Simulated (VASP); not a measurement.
# BaTiO3 (P1) in VASP: single point with PBE+U

Aim: the single point of BaTiO3 with PBE+U.

Everything below comes from runs of VASP 6.6.1. Logs are shortened: lines on timing, memory, paths and dates and some standing lists are left out, and cuts for length are marked.

## 1. The cell of the first run

The typed cell holds 5 atoms: a = 4.039 Å, b = 4.063 Å, c = 4.042 Å, α = 90.14°, β = 89.90°, γ = 90.13°.

## 2. Single point, PBE+U

Contents of INCAR:

```
SYSTEM = BaTiO3
ALGO = Normal
EDIFF = 1E-6
ENCUT = 600
GGA = PE
GGA_COMPAT = .FALSE.
ISIF = 2
ISMEAR = -1
LASPH = .TRUE.
LCHARG = .TRUE.
LDAU = .TRUE.
LDAUJ = 0 0 0
LDAUL = -1 2 -1
LDAUPRINT = 1
LDAUTYPE = 2
LDAUU = 0 5 0
LELF = .TRUE.
LMAXMIX = 4
LREAL = .FALSE.
LVHAR = .TRUE.
LWAVE = .FALSE.
NBANDS = 28
NELM = 200
PREC = Accurate
SIGMA = 0.05
```

Contents of KPOINTS:

```
k-points
0
G
  7 6 7
  0 0 0
```

Contents of POSCAR:

```
BaTiO3
1.0
    4.0393345354     -0.0048253858     -0.0012566640
   -0.0051477799      2.8767351008      2.8687450499
    0.0045832577     -2.8612510307      2.8551532698
Ba Ti O
1 1 3
Direct
   -0.0049735310      1.0064935626      0.9939124578
    0.4875173496      0.5164686262      0.4860381494
    1.0095471097      0.4937359125      0.5037013489
    0.5041760334      0.4938197342      1.0094047720
    0.5037330382      0.9857021645      0.5031632619
```

Potentials or basis: VASP PAW PBE potentials, release 64 (Ba_sv, Ti_sv, O).

Started as:

```sh
$ cat potpaw_PBE.64/Ba_sv/POTCAR potpaw_PBE.64/Ti_sv/POTCAR potpaw_PBE.64/O/POTCAR > POTCAR
$ mpirun -np 1 vasp_std > vasp.out
```

OUTCAR:

```text
SYSTEM = BaTiO3
   EDIFF = 1E-6
   ENCUT = 600
   GGA = PE
   ISIF = 2
   ISMEAR = -1
   LASPH = .TRUE.
   LREAL = .FALSE.
   NELM = 200
   PREC = Accurate

 ion  position               nearest neighbor table
   1  0.995  0.006  0.994-   3 2.80   4 2.81   5 2.81   4 2.85   3 2.85   5 2.85   5 2.86   3 2.87
                             4 2.87   5 2.91   4 2.93   3 2.93   2 3.45   2 3.48   2 3.48   2 3.49
   2  0.488  0.516  0.486-   5 1.91   4 1.93   3 1.93   3 2.11   4 2.12   5 2.16   1 3.45   1 3.48
                             1 3.48   1 3.49   1 3.52   1 3.53   1 3.53   1 3.57
   3  0.010  0.494  0.504-   2 1.93   2 2.11   1 2.80   1 2.85   1 2.87   1 2.93
   4  0.504  0.494  0.009-   2 1.93   2 2.12   1 2.81   1 2.85   1 2.87   1 2.93
   5  0.504  0.986  0.503-   2 1.91   2 2.16   1 2.81   1 2.85   1 2.86   1 2.91

  LATTYP: Found a triclinic cell.
 ALAT       =     4.0421131430
 B/A-ratio  =     1.4124836686
 C/A-ratio  =     1.0050869488
 COS(alpha) =     0.0000904505
 COS(beta)  =     0.0024588093
 COS(gamma) =     0.7067277992

  Lattice vectors:

 A1 = (   0.0045832577,  -2.8612510307,   2.8551532698)
 A2 = (  -4.0347512777,  -2.8564256449,   2.8564099338)
 A3 = (   0.0051477799,  -2.8767351008,  -2.8687450499)

Analysis of symmetry for initial positions (statically):
=====================================================================
 Subroutine PRICEL returns:
 Original cell was already a primitive cell.

 Routine SETGRP: Setting up the symmetry group for a
 triclinic supercell.

 Subroutine GETGRP returns: Found  1 space group operations
 (whereof  1 operations were pure point group operations)
 out of a pool of  2 trial point group operations.

The static configuration has the point symmetry C_1 .

Analysis of symmetry for dynamics (positions and initial velocities):
=====================================================================
 Subroutine PRICEL returns:
 Original cell was already a primitive cell.

 Routine SETGRP: Setting up the symmetry group for a
 triclinic supercell.
[... 162 lines left out ...]
  0.0020 -0.0008 -0.0586  0.0003  0.1975

spin component  2

  0.1021  0.0006 -0.0019  0.0008  0.0020
  0.0006  0.2353  0.0004  0.0045 -0.0008
 -0.0019  0.0004  0.1401 -0.0001 -0.0586
  0.0008  0.0045 -0.0001  0.1031  0.0003
  0.0020 -0.0008 -0.0586  0.0003  0.1975

 occupancies and eigenvectors

  o =  0.1014  v =  0.8550  0.0117  0.2151 -0.4576  0.1149  0.0000  0.0000  0.0000  0.0000  0.0000      0.0000  0.0000  0.0000  0.0000  0.0000  0.0000  0.0000  0.0000  0.0000  0.0000
  o =  0.1014  v =  0.0000  0.0000  0.0000  0.0000  0.0000  0.8550  0.0117  0.2151 -0.4576  0.1149      0.0000  0.0000  0.0000  0.0000  0.0000  0.0000  0.0000  0.0000  0.0000  0.0000
  o =  0.1033  v = -0.3021  0.0293 -0.4146 -0.8211 -0.2487  0.0000  0.0000  0.0000  0.0000  0.0000      0.0000  0.0000  0.0000  0.0000  0.0000  0.0000  0.0000  0.0000  0.0000  0.0000
  o =  0.1033  v =  0.0000  0.0000  0.0000  0.0000  0.0000 -0.3021  0.0293 -0.4146 -0.8211 -0.2487      0.0000  0.0000  0.0000  0.0000  0.0000  0.0000  0.0000  0.0000  0.0000  0.0000
  o =  0.1038  v =  0.4211 -0.0142 -0.7083  0.3396 -0.4533  0.0000  0.0000  0.0000  0.0000  0.0000      0.0000  0.0000  0.0000  0.0000  0.0000  0.0000  0.0000  0.0000  0.0000  0.0000
  o =  0.1038  v =  0.0000  0.0000  0.0000  0.0000  0.0000  0.4211 -0.0142 -0.7083  0.3396 -0.4533      0.0000  0.0000  0.0000  0.0000  0.0000  0.0000  0.0000  0.0000  0.0000  0.0000
  o =  0.2336  v = -0.0206 -0.4362  0.4763 -0.0174 -0.7630  0.0000  0.0000  0.0000  0.0000  0.0000      0.0000  0.0000  0.0000  0.0000  0.0000  0.0000  0.0000  0.0000  0.0000  0.0000
  o =  0.2336  v =  0.0000  0.0000  0.0000  0.0000  0.0000 -0.0206 -0.4362  0.4763 -0.0174 -0.7630      0.0000  0.0000  0.0000  0.0000  0.0000  0.0000  0.0000  0.0000  0.0000  0.0000
  o =  0.2359  v =  0.0000  0.0000  0.0000  0.0000  0.0000  0.0047 -0.8992 -0.2306 -0.0296  0.3706      0.0000  0.0000  0.0000  0.0000  0.0000  0.0000  0.0000  0.0000  0.0000  0.0000
  o =  0.2359  v =  0.0047 -0.8992 -0.2306 -0.0296  0.3706  0.0000  0.0000  0.0000  0.0000  0.0000      0.0000  0.0000  0.0000  0.0000  0.0000  0.0000  0.0000  0.0000  0.0000  0.0000

 number of electron      40.0000002 magnetization

 Free energy of the ion-electron system (eV)
  ---------------------------------------------------
  ext. energy  EPLUGINS =         0.00000000
  ---------------------------------------------------
  free energy    TOTEN  =       -36.68497553 eV

  energy without entropy =      -36.68497553  energy(sigma->0) =      -36.68497553

 E-fermi :   4.7455     XC(G=0): -11.0806

 val. band max:        3.6624385958   @ k =   0.4286   0.5000   0.4286
 cond. band min:       6.3044289160   @ k =   0.0000   0.0000   0.0000
 fundamental gap:      2.6419903202
 Fermi energy:         4.7454582411

 k-point     1 :       0.0000    0.0000    0.0000
  band No.  band energies     occupation
      1     -54.2307      2.00000
      2     -30.3968      2.00000
      3     -30.3834      2.00000
      4     -30.3798      2.00000
      5     -21.1810      2.00000
      6     -13.1420      2.00000
[... 733 lines left out ...]
     27       9.4390      0.00000
     28      11.3874      0.00000

 [... further k-points ...]

------------------------ aborting loop because EDIFF is reached ----------------------------------------

  FORCE on cell =-STRESS in cart. coord.  units (eV):
  Direction    XX          YY          ZZ          XY          YZ          ZX
  --------------------------------------------------------------------------------------
  -------------------------------------------------------------------------------------
  Total        1.5287073      1.4783155      1.6012417      0.0748191      0.0021464      0.0086047
  in kB       36.9238836     35.7067374     38.6758534      1.8071564      0.0518430      0.2078359
  external PRESSURE =      37.1021581 kB  Pullay stress =       0.0000000 kB

 VOLUME and BASIS-vectors are now :
 -----------------------------------------------------------------------------
  energy-cutoff  :      600.00
  volume of cell :       66.33
      direct lattice vectors                 reciprocal lattice vectors
     4.039334535 -0.004825386 -0.001256664     0.247566040  0.000419792  0.000023281
    -0.005147780  2.876735101  2.868745050     0.000261905  0.173864898  0.174235802
     0.004583258 -2.861251031  2.855153270    -0.000154188 -0.174692386  0.175178664

 POSITION                                       TOTAL-FORCE (eV/Angst)
 -----------------------------------------------------------------------------------
      4.02377     -2.82995      2.85515         0.015753     -0.029628     -0.004441
      1.96881      0.09271      2.86872         0.314917     -0.540912     -0.069454
      0.03833     -0.02091      2.85454        -0.327381      0.004919      0.000882
      2.03404      1.39125      1.44286        -0.002646      0.248526     -0.243389
      2.03198      1.39350      4.26370        -0.000643      0.317095      0.316403
 -----------------------------------------------------------------------------------
    total drift:                               -0.000469      0.000411     -0.000096

  FREE ENERGIE OF THE ION-ELECTRON SYSTEM (eV)
  ---------------------------------------------------
  free  energy   TOTEN  =       -36.6849755294 eV

  energy  without entropy=      -36.6849755293  energy(sigma->0) =      -36.68497553
```

stdout:

```text
POSCAR found type information on POSCAR BaTiO
 POSCAR found :  3 types and       5 ions
 scaLAPACK will be used
 LDA part: xc-table for (Slater+PW92), standard interpolation
 POSCAR, INCAR and KPOINTS ok, starting setup
 FFT: planning ... GRIDC
 FFT: planning ... GRID_SOFT
 FFT: planning ... GRID
 WAVECAR not read
 entering main loop
```

Run time: 2.1 min. Hardware: 1 thread of Intel Xeon 6975P-C (Granite Rapids), shared host; peak memory 0.43 GiB.

What came out:

```yaml
Free_energy: -36.6850 eV
Pressure: 3.7 GPa
Largest_force: 0.630 eV/Å
Band_gap_on_the_k_mesh: 2.64 eV (least direct gap 2.95 eV)
```

Forces on the atoms (eV/Å):
```
Ba   0.016 -0.030 -0.004
Ti   0.315 -0.541 -0.069
O   -0.327  0.005  0.001
O   -0.003  0.249 -0.243
O   -0.001  0.317  0.316
```

Eigenvalues of the final occupation matrices:
| site | spin | trace | eigenvalues |
| --- | --- | --- | --- |
| site 2 d | 1 | 0.78 | 0.10 0.10 0.10 0.23 0.24 |
| site 2 d | 2 | 0.78 | 0.10 0.10 0.10 0.23 0.24 |

Caveat: the cell stands under pressure; spin-orbit coupling is left out, which moves the levels of the heavy elements; an odd mesh through Γ misses points on the zone boundary, where band edges can lie.
